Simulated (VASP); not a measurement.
# BeS (Cmcm) in VASP: further runs

Runs on BeS. Level: PBEsol. Tasks: single point, relaxation of cell and atoms.

Program: VASP 6.6.1. These are calculated values, not measurements. Logs are shortened: lines on timing, memory, paths and dates and some standing lists are left out, and cuts for length are marked.

**1. The cell of the first run**

The structure is orthorhombic, space group Cmcm (No. 63). The conventional cell has a = 3.150 Å, b = 12.505 Å, c = 3.151 Å, α = 90.00°, β = 90.00°, γ = 90.00°. Be (site symmetry m2m) has 5 S at 2.10 to 2.28 Å and 4 Be at 2.74 Å within 2.8 Å. Within 2.8 Å of S (site symmetry m2m) lie 5 Be at 2.10 to 2.28 Å.

**2. Single point, PBEsol**

File INCAR:

```
PREC = Accurate
ENCUT = 520
EDIFF = 1E-7
ISMEAR = -1
SIGMA = 0.03
LREAL = False
LASPH = True
NELM = 100
ALGO = Normal
ISIF = 2
LWAVE = False
LCHARG = True
GGA = PS
LELF = True
LVHAR = True
NBANDS = 16
```

File KPOINTS:

```
Automatic mesh
0
Gamma
  6 6 6
```

File POSCAR:

```
BeS
1.0
    1.5748152570     -6.2525085178      0.0000000000
    1.5748152570      6.2525085178      0.0000000000
    0.0000000000      0.0000000000      3.1512085569
Be S
2 2
Direct
    0.3139951022      0.6860048978      0.7500000000
    0.6860048978      0.3139951022      0.2500000000
    0.8536485259      0.1463514741      0.2500000000
    0.1463514741      0.8536485259      0.7500000000
```

Potentials or basis: VASP PAW PBE potentials, release 64 (Be, S).

Command:

```console
$ cat potpaw_PBE.64/Be/POTCAR potpaw_PBE.64/S/POTCAR > POTCAR
$ mpirun -np 1 vasp_std > vasp.out
```

OUTCAR:

```text
PREC = Accurate
   ENCUT = 520
   EDIFF = 1E-7
   ISMEAR = -1
   LREAL = False
   LASPH = True
   NELM = 100
   ISIF = 2
   GGA = PS

 ion  position               nearest neighbor table
   1  0.314  0.686  0.750-   4 2.10   3 2.28   3 2.28   3 2.28   3 2.28
   2  0.686  0.314  0.250-   3 2.10   4 2.28   4 2.28   4 2.28   4 2.28
   3  0.854  0.146  0.250-   2 2.10   1 2.28   1 2.28   1 2.28   1 2.28
   4  0.146  0.854  0.750-   1 2.10   2 2.28   2 2.28   2 2.28   2 2.28

  LATTYP: Found a base centered orthorhombic cell.
 ALAT       =     3.1496305140
 B/A-ratio  =     3.9703123843
 C/A-ratio  =     1.0005010248

  Lattice vectors:

 A1 = (   1.5748152570,  -6.2525085178,   0.0000000000)
 A2 = (   1.5748152570,   6.2525085178,   0.0000000000)
 A3 = (   0.0000000000,   0.0000000000,   3.1512085569)

Analysis of symmetry for initial positions (statically):
=====================================================================
 Subroutine PRICEL returns:
 Original cell was already a primitive cell.

 Routine SETGRP: Setting up the symmetry group for a
 base centered orthorhombic supercell.

 Subroutine GETGRP returns: Found  8 space group operations
 (whereof  4 operations were pure point group operations)
 out of a pool of  8 trial point group operations.

The static configuration has the point symmetry C_2h.
 The point group associated with its full space group is D_2h.

Analysis of symmetry for dynamics (positions and initial velocities):
=====================================================================
 Subroutine PRICEL returns:
 Original cell was already a primitive cell.

 Routine SETGRP: Setting up the symmetry group for a
 base centered orthorhombic supercell.

 Subroutine GETGRP returns: Found  8 space group operations
 (whereof  4 operations were pure point group operations)
 out of a pool of  8 trial point group operations.

The dynamic configuration has the point symmetry C_2h.
 The point group associated with its full space group is D_2h.

 Subroutine INISYM returns: Found  8 space group operations
 (whereof  4 operations are pure point group operations),
 and found     1 'primitive' translations

----------------------------------------------------------------------------------------

                                     Primitive cell

  volume of cell :      62.0570

  direct lattice vectors                    reciprocal lattice vectors
     1.574815257 -6.252508518  0.000000000     0.317497559 -0.079967904  0.000000000
     1.574815257  6.252508518  0.000000000     0.317497559  0.079967904  0.000000000
     0.000000000  0.000000000  3.151208557     0.000000000  0.000000000  0.317338565

  length of vectors
     6.447783019  6.447783019  3.151208557     0.327413448  0.327413448  0.317338565

  position of ions in fractional coordinates (direct lattice)
     0.313995102  0.686004898  0.750000000
     0.686004898  0.313995102  0.250000000
     0.853648526  0.146351474  0.250000000
     0.146351474  0.853648526  0.750000000

  ion indices of the primitive-cell ions
   primitive index   ion index
                 1           1
                 2           2
                 3           3
                 4           4

----------------------------------------------------------------------------------------

 KPOINTS: Automatic mesh

Automatic generation of k-mesh.
 Grid dimensions read from file:
 generate k-points for:    6    6    6

 Generating k-lattice:

  Cartesian coordinates                     Fractional coordinates (reciprocal lattice)
     0.052916260 -0.013327984  0.000000000     0.166666667  0.000000000  0.000000000
     0.052916260  0.013327984  0.000000000     0.000000000  0.166666667  0.000000000
     0.000000000  0.000000000  0.052889761     0.000000000  0.000000000  0.166666667

  Length of vectors
     0.054568908  0.054568908  0.052889761

  Shift w.r.t. Gamma in fractional coordinates (k-lattice)
     0.000000000  0.000000000  0.000000000

 Subroutine IBZKPT returns following result:
 ===========================================

 Found     52 irreducible k-points:

 Following reciprocal coordinates:
            Coordinates               Weight
  0.000000  0.000000  0.000000      1.000000
  0.166667 -0.000000  0.000000      4.000000
  0.333333 -0.000000  0.000000      4.000000
  0.500000 -0.000000  0.000000      2.000000
  0.166667  0.166667  0.000000      2.000000
  0.333333  0.166667  0.000000      4.000000
[... 16 lines left out ...]
  0.333333  0.333333  0.166667      4.000000
  0.500000  0.333333  0.166667      8.000000
 [... further k-points ...]
   k-points           NKPTS =     52   k-points in BZ     NKDIM =     52   number of bands    NBANDS=     16
   number of dos      NEDOS =    301   number of ions     NIONS =      4
   total plane-waves  NPLWV =  55296
   dimension x,y,z NGX =    48 NGY =   48 NGZ =   24
   dimension x,y,z NGXF=    96 NGYF=   96 NGZF=   48
   ions per type =               2   2
   NGX,Y,Z   is equivalent  to a cutoff of  12.38, 12.38, 12.66 a.u.
   NGXF,Y,Z  is equivalent  to a cutoff of  24.75, 24.75, 25.32 a.u.
 SYSTEM =  unknown system
   PREC   = accura    normal or accurate (medium, high low for compatibility)
   ISTART =      0    job   : 0-new  1-cont  2-samecut
   ICHARG =      2    charge: 1-file 2-atom 10-const
   ISPIN  =      1    spin polarized calculation?
   LNONCOLLINEAR =      F non collinear calculations
   LSORBIT =      F    spin-orbit coupling
   LASPH  =      T    aspherical Exc in radial PAW
   ENCUT  =  520.0 eV  38.22 Ry    6.18 a.u.  11.99 11.99  5.86*2*pi/ulx,y,z
   NELM   =    100;   NELMIN=  2; NELMDL= -5     # of ELM steps
   EDIFF  = 0.1E-06   stopping-criterion for ELM
   LREAL  =      F    real-space projection
   EDIFFG = 0.1E-05   stopping-criterion for IOM
   NSW    =      0    number of steps for IOM
   IBRION =     -1    ionic relax: 0-MD 1-quasi-New 2-CG
   NFREE  =      0    steps in history (QN), initial steepest desc. (CG)
   ISIF   =      2    stress and relaxation
   ISYM   =      2    0-nonsym 1-usesym 2-fastsym
   POTIM  = 0.5000    time-step for ionic-motion
   TEBEG  =    0.0;   TEEND  =   0.0 temperature during run
   PSTRESS=    0.0 pullay stress
   NELECT =      16.0000    total number of electrons
   NUPDOWN=      -1.0000    fix difference up-down
   EMIN   =  10.00;   EMAX   =-10.00  energy-range for DOS
   EFERMI =   0.00;   METHOD = LEGACY
   ISMEAR =    -1;   SIGMA  =   0.03  broadening in eV -4-tet -1-fermi 0-gaus
   EFERMI_NEDOS =   21; number of points for ismear=-14 and -15
   IALGO  =     38    algorithm
   IMIX   =      4    mixing-type and parameters
     AMIX     =   0.40;   BMIX     =  1.00
     AMIX_MAG =   1.60;   BMIX_MAG =  1.00
  volume/ion in A,a.u.               =      15.51       104.70
  Fermi-wavevector in a.u.,A,eV,Ry     =   1.041960  1.969019 14.771588  1.085681
  Thomas-Fermi vector in A             =   2.176604
   LORBIT       =      0    0 simple, 1 ext, 2 COOP (PROOUT), +10 PAW based schemes
   GGA     = PS    functional components
   LHFCALC =     F    Hartree Fock is set to
   AEXX    =    0.0000 exact exchange contribution
   IVDW    =     0    specifies the selected vdW correction
   LEPSILON=     F    determine dielectric tensor
   LRPA    =     F    only Hartree local field effects (RPA)
 non-spin polarized calculation
  energy-cutoff  :      520.00
  volume of cell :       62.06
 maximum number of plane-waves:      1696
   NGX = 23   NGY = 23   NGZ = 11

 number of electron      16.0000003 magnetization

 Free energy of the ion-electron system (eV)
  ---------------------------------------------------
  ext. energy  EPLUGINS =         0.00000000
  ---------------------------------------------------
  free energy    TOTEN  =       -19.10450552 eV

  energy without entropy =      -19.10450552  energy(sigma->0) =      -19.10450552

 E-fermi :   4.8334     XC(G=0):  -9.3299

 val. band max:        4.2908802539   @ k =   0.1667   0.1667   0.0000
 cond. band min:       5.3785825766   @ k =   0.3333   0.1667   0.5000
 fundamental gap:      1.0877023227
 Fermi energy:         4.8334096766

 k-point     1 :       0.0000    0.0000    0.0000
  band No.  band energies     occupation
      1     -10.5742      2.00000
      2      -8.8594      2.00000
      3      -1.7314      2.00000
      4       1.7862      2.00000
      5       1.8331      2.00000
      6       2.8541      2.00000
[... 8 lines left out ...]
     15      12.6400      0.00000
     16      12.8857      0.00000

 k-point     2 :       0.1667   -0.0000    0.0000
  band No.  band energies     occupation
      1     -10.2954      2.00000
      2      -8.6944      2.00000
      3      -1.4020      2.00000
      4       0.1047      2.00000
      5       1.8052      2.00000
      6       2.1126      2.00000
[... 8 lines left out ...]
     15      12.4512      0.00000
     16      12.6248      0.00000

 k-point     3 :       0.3333   -0.0000    0.0000
  band No.  band energies     occupation
      1      -9.5431      2.00000
      2      -8.4178      2.00000
      3      -1.8811      2.00000
      4      -1.0925      2.00000
      5       0.1097      2.00000
      6       2.6548      2.00000
[... 8 lines left out ...]
     15      11.9924      0.00000
     16      13.7653      0.00000

 k-point     4 :       0.5000   -0.0000    0.0000
  band No.  band energies     occupation
      1      -8.7208      2.00000
      2      -8.6434      2.00000
      3      -2.3049      2.00000
      4      -2.2516      2.00000
      5       1.1171      2.00000
      6       1.5643      2.00000
[... 8 lines left out ...]
     15      13.2394      0.00000
     16      13.5859      0.00000

 k-point     5 :       0.1667    0.1667    0.0000
  band No.  band energies     occupation
      1      -9.5591      2.00000
      2      -8.3911      2.00000
      3      -1.8362      2.00000
      4      -1.1577      2.00000
      5      -0.0145      2.00000
      6       2.8235      2.00000
[... 8 lines left out ...]
     15      10.8276      0.00000
     16      13.8061      0.00000

 k-point     6 :       0.3333    0.1667    0.0000
  band No.  band energies     occupation
      1      -8.7209      2.00000
      2      -8.6433      2.00000
      3      -2.3520      2.00000
      4      -2.1995      2.00000
      5       1.0420      2.00000
      6       1.6457      2.00000
[... 8 lines left out ...]
     15      12.5794      0.00000
     16      13.6409      0.00000

 k-point     7 :       0.5000    0.1667    0.0000
  band No.  band energies     occupation
      1      -9.5089      2.00000
      2      -8.4731      2.00000
      3      -1.9586      2.00000
      4      -0.9620      2.00000
      5       0.3895      2.00000
      6       2.2879      2.00000
[... 8 lines left out ...]
     15      13.2299      0.00000
     16      13.7141      0.00000

 k-point     8 :      -0.3333    0.1667    0.0000
  band No.  band energies     occupation
      1     -10.2665      2.00000
      2      -8.7538      2.00000
      3      -1.1502      2.00000
      4       0.0489      2.00000
      5       1.8686      2.00000
      6       2.1295      2.00000
[... 8 lines left out ...]
     15      12.6124      0.00000
     16      12.8040      0.00000

 k-point     9 :      -0.1667    0.1667    0.0000
  band No.  band energies     occupation
      1     -10.5577      2.00000
      2      -8.8956      2.00000
      3      -1.5855      2.00000
      4       1.7958      2.00000
      5       1.8237      2.00000
      6       2.5770      2.00000
[... 8 lines left out ...]
     15      12.7381      0.00000
     16      12.8007      0.00000
[... 172 lines left out ...]
 k-point    19 :       0.3333    0.1667    0.1667
  band No.  band energies     occupation
      1      -8.4518      2.00000
      2      -8.3782      2.00000
      3      -2.1689      2.00000
      4      -2.0370      2.00000
      5       1.2121      2.00000
      6       1.7694      2.00000
[... 8 lines left out ...]
     15      13.3068      0.00000
     16      13.7297      0.00000

 k-point    20 :       0.5000    0.1667    0.1667
  band No.  band energies     occupation
      1      -9.2316      2.00000
      2      -8.2475      2.00000
      3      -1.7291      2.00000
      4      -0.7895      2.00000
      5       0.5820      2.00000
      6       1.1512      2.00000
[... 8 lines left out ...]
     15      12.1418      0.00000
     16      14.6630      0.00000

 k-point    21 :      -0.3333    0.1667    0.1667
  band No.  band energies     occupation
      1      -9.9911      2.00000
      2      -8.5657      2.00000
      3      -0.8855      2.00000
      4       0.2764      2.00000
      5       0.4013      2.00000
      6       1.9402      2.00000
[... 8 lines left out ...]
     15      12.1935      0.00000
     16      12.5590      0.00000

 k-point    22 :      -0.1667    0.1667    0.1667
  band No.  band energies     occupation
      1     -10.2832      2.00000
      2      -8.7217      2.00000
      3      -1.2961      2.00000
      4       0.0721      2.00000
      5       1.8631      2.00000
      6       2.1469      2.00000
[... 8 lines left out ...]
     15      12.6225      0.00000
     16      12.7478      0.00000

 k-point    23 :       0.3333    0.3333    0.1667
  band No.  band energies     occupation
      1      -9.2141      2.00000
      2      -8.2743      2.00000
      3      -1.7582      2.00000
      4      -0.7333      2.00000
      5       0.7635      2.00000
      6       1.0678      2.00000
[... 8 lines left out ...]
     15      12.2350      0.00000
     16      14.7992      0.00000

 k-point    24 :       0.5000    0.3333    0.1667
  band No.  band energies     occupation
      1      -9.9617      2.00000
      2      -8.6208      2.00000
      3      -0.5950      2.00000
      4       0.2605      2.00000
      5       0.2791      2.00000
      6       1.9867      2.00000
[... 8 lines left out ...]
     15      12.4016      0.00000
     16      12.6481      0.00000

 [... further k-points ...]
[... 5 lines left out ...]
  --------------------------------------------------------------------------------------
  -------------------------------------------------------------------------------------
  Total        0.0207027      0.0580543      0.0168923      0.0000000      0.0000000      0.0000000
  in kB        0.5344997      1.4988354      0.4361213      0.0000000      0.0000000      0.0000000
  external PRESSURE =       0.8231522 kB  Pullay stress =       0.0000000 kB

 VOLUME and BASIS-vectors are now :
 -----------------------------------------------------------------------------
  energy-cutoff  :      520.00
  volume of cell :       62.06
      direct lattice vectors                 reciprocal lattice vectors
     1.574815257 -6.252508518  0.000000000     0.317497559 -0.079967904  0.000000000
     1.574815257  6.252508518  0.000000000     0.317497559  0.079967904  0.000000000
     0.000000000  0.000000000  3.151208557     0.000000000  0.000000000  0.317338565

 POSITION                                       TOTAL-FORCE (eV/Angst)
 -----------------------------------------------------------------------------------
      1.57482      2.32599      2.36341         0.000000      0.000699     -0.000000
      1.57482     -2.32599      0.78780         0.000000     -0.000699     -0.000000
      1.57482     -4.42238      0.78780         0.000000     -0.027332      0.000000
      1.57482      4.42238      2.36341         0.000000      0.027332      0.000000
 -----------------------------------------------------------------------------------
    total drift:                                0.000000     -0.000000      0.000000

  FREE ENERGIE OF THE ION-ELECTRON SYSTEM (eV)
  ---------------------------------------------------
  free  energy   TOTEN  =       -19.1045055233 eV

  energy  without entropy=      -19.1045055218  energy(sigma->0) =      -19.10450552
```

It took 2.2 min on 1 thread of Intel Xeon 8259CL, shared host; peak memory 0.24 GiB.

What came out:

| Item | Value |
| --- | --- |
| Free energy | -19.1045 eV |
| Pressure | 0.1 GPa |
| Largest force | 0.027 eV/Å |
| Band gap on the k mesh | 1.09 eV (least direct gap 3.19 eV) |

Forces in eV/Å, atoms in the order of the input:
```
Be   0.000  0.001  0.000
Be   0.000 -0.001  0.000
S    0.000 -0.027  0.000
S    0.000  0.027  0.000
```

Stress tensor (GPa, compression positive):
```
0.05 0.00 0.00
0.00 0.15 0.00
0.00 0.00 0.04
```

Caveat: the PAW data sets were made with another functional, which shifts forces and pressure a little. A k mesh can miss the band edges.

(Continued in part 2 of 2.)
